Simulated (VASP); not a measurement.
Pt: relaxation of cell and atoms with PBE

Pt:

```
CELL_PARAMETERS angstrom
0.00000 1.95790 1.95790
1.95790 0.00000 1.95790
1.95790 1.95790 0.00000
ATOMIC_POSITIONS crystal
Pt 0.00000 0.00000 0.00000
```

```yaml
Program: VASP 6.6.1
Task: relaxation of cell and atoms
Functional: PBE
Potentials_or_basis: VASP PAW PBE potentials, release 64 (Pt)
Cutoff: 500 eV
k_mesh: 8 × 8 × 8
Occupations: gaussian, width 0.1 eV
Spin: no spin polarisation
Dipole_correction: no
Further_INCAR_settings: ALGO = Normal; EDIFF = 1e-07; IBRION = 2; EDIFFG = -0.04; NSW = 90; ISIF = 3
```

```yaml
Relaxed_volume: 15.59 Å³/atom
Relaxed_cell: a = 2.804 Å, b = 2.804 Å, c = 2.804 Å, α = 60.00°, β = 60.00°, γ = 60.00°
Space_group_after_relaxing_to_0.05_Å: Fm-3m (No. 225)
Energy_gained_by_relaxing: 17.2 meV/atom
Ionic_steps: 3
Pressure_after_relaxing: -0.3 GPa
Band_gap_on_the_k_mesh: zero (band 5 reaches 11.05 eV, above the bottom of band 6 at 8.95 eV)
```

Step by step:
```
step  energy change (eV)  largest force (eV/Å)  pressure (GPa)  volume (Å³)
   1              0.0000                0.0000           10.27        15.01
   2              0.0885                0.0000          -18.45        17.20
   3             -0.0172                0.0000           -0.33        15.59
```

Final structure:
```yaml
crystal:
  lattice:
    - [0.00000, 1.98296, 1.98296]
    - [1.98296, 0.00000, 1.98296]
    - [1.98296, 1.98296, 0.00000]
  atoms:
    - { symbol: Pt, position: [0.00000, 0.00000, 0.00000] }
```

Levels at points of the mesh, in eV from the Fermi level:
| k point | band 1 | band 2 | band 3 | band 4 | band 5 | band 6 | band 7 | band 8 | band 9 |
| --- | --- | --- | --- | --- | --- | --- | --- | --- | --- |
| (0.00, 0.00, 0.00) | -9.77 | -3.54 | -3.54 | -3.54 | -1.51 | -1.51 | 14.81 | 19.58 | 19.58 |
| (0.50, 0.00, 0.00) | -6.92 | -3.60 | -3.60 | -0.26 | 0.07 | 0.07 | 5.64 | 14.36 | 18.82 |
| (0.50, 0.50, 0.00) | -6.66 | -6.23 | 0.03 | 0.49 | 0.49 | 1.92 | 8.57 | 11.36 | 11.36 |

It took 5.6 s on 1 thread of Intel(R) Xeon(R) 6975P-C (Granite Rapids), with other jobs on the host, peak memory 0.12 GiB.

Caveat: spin-orbit coupling is left out, which moves the levels of the heavy elements. PBE usually gives volumes a little too large and moduli too small.
